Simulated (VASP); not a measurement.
A run of VASP 6.6.1 is set up as follows.

The input INCAR:

```
  ALGO = Normal
  EDIFF = 1E-6
  EDIFFG = -0.002
  ENCUT = 600
  GGA = PS
  IBRION = 2
  ISIF = 3
  ISMEAR = 0
  LASPH = T
  LCHARG = F
  LREAL = F
  LWAVE = F
  NELM = 100
  NSW = 100
  PREC = Accurate
  PSTRESS = 70.0
  SIGMA = 0.01
```

KPOINTS

```
k-points
0
Gamma
  8 8 8
```

The input POSCAR:

```
GaAs
1.0
    0.0000000000      2.8291964418      2.8291964418
    2.8291964418      0.0000000000      2.8291964418
    2.8291964418      2.8291964418      0.0000000000
Ga As
1 1
Direct
    0.0000000000      0.0000000000      0.0000000000
    0.7500000000      0.7500000000      0.7500000000
```

Potentials or basis: VASP PAW PBE potentials, release 64 (Ga_d, As).

Launch:

```sh
$ cat potpaw_PBE.64/Ga_d/POTCAR potpaw_PBE.64/As/POTCAR > POTCAR
$ mpirun -np 1 vasp_std > vasp.out
```

Question: What does it give for the band gap on the k mesh?

Answer: 1.06 eV, direct.

Question: Predict the relaxed volume.

Answer: 20.89 Å³/atom.

Question: Predict the space group after relaxing (to 0.05 Å).

Answer: F-43m (No. 216).

Step by step:
| step | energy change (eV) | largest force (eV/Å) | pressure (GPa) | volume (Å³) |
| --- | --- | --- | --- | --- |
| 1 | 0.0000 | 0.0000 | 0.14 | 45.29 |
| 2 | 0.2378 | 0.0000 | 14.16 | 39.23 |
| 3 | 0.0720 | 0.0000 | 6.94 | 41.79 |
| 4 | 0.0750 | 0.0000 | 7.16 | 41.72 |
| 5 | 0.0699 | 0.0000 | 6.80 | 41.84 |
| 6 | 0.0732 | 0.0000 | 7.07 | 41.77 |
| 7 | 0.0723 | 0.0000 | 6.90 | 41.79 |
| 8 | 0.0728 | 0.0000 | 7.01 | 41.77 |

Caveat: the cell is relaxed towards a set pressure, so the enthalpy falls and the energy may rise; the PAW data sets were made with another functional, which shifts forces and pressure a little. A k mesh can miss the band edges.
